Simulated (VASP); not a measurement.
Here is a VASP 6.6.1 calculation.

Contents of INCAR:

```
ALGO     = Normal         # electronic algorithm
EDIFF    = 1E-6           # SCF threshold, eV
ENCUT    = 520            # plane-wave cutoff, eV
GGA      = CA             # functional
ISIF     = 2              # what is computed and relaxed
ISMEAR   = -1             # smearing method
LASPH    = T              # aspherical terms in the spheres
LCHARG   = F              # write CHGCAR
LREAL    = F              # projectors in reciprocal space
LWAVE    = F              # write WAVECAR
NBANDS   = 12             # bands
NELM     = 100            # most SCF steps
PREC     = Accurate       # precision mode
SIGMA    = 0.03           # smearing width, eV
```

The input KPOINTS:

```
k-points
0
Gamma
  10 10 10
```

Contents of POSCAR:

```
LiF
1.0
    0.0000000000      2.0306453829      2.0306453829
    2.0306453829      0.0000000000      2.0306453829
    2.0306453829      2.0306453829      0.0000000000
Li F
1 1
Direct
    0.0000000000      0.0000000000      0.0000000000
    0.5000000000      0.5000000000      0.5000000000
```

Potentials or basis: VASP PAW LDA potentials, release 64 (Li_sv, F).

The run is started by

```console
$ cat potpaw_LDA.64/Li_sv/POTCAR potpaw_LDA.64/F/POTCAR > POTCAR
$ mpirun -np 1 vasp_std > vasp.out
```

Estimate the band gap on the k mesh.

8.62 eV, direct.

 A k mesh can miss the band edges.
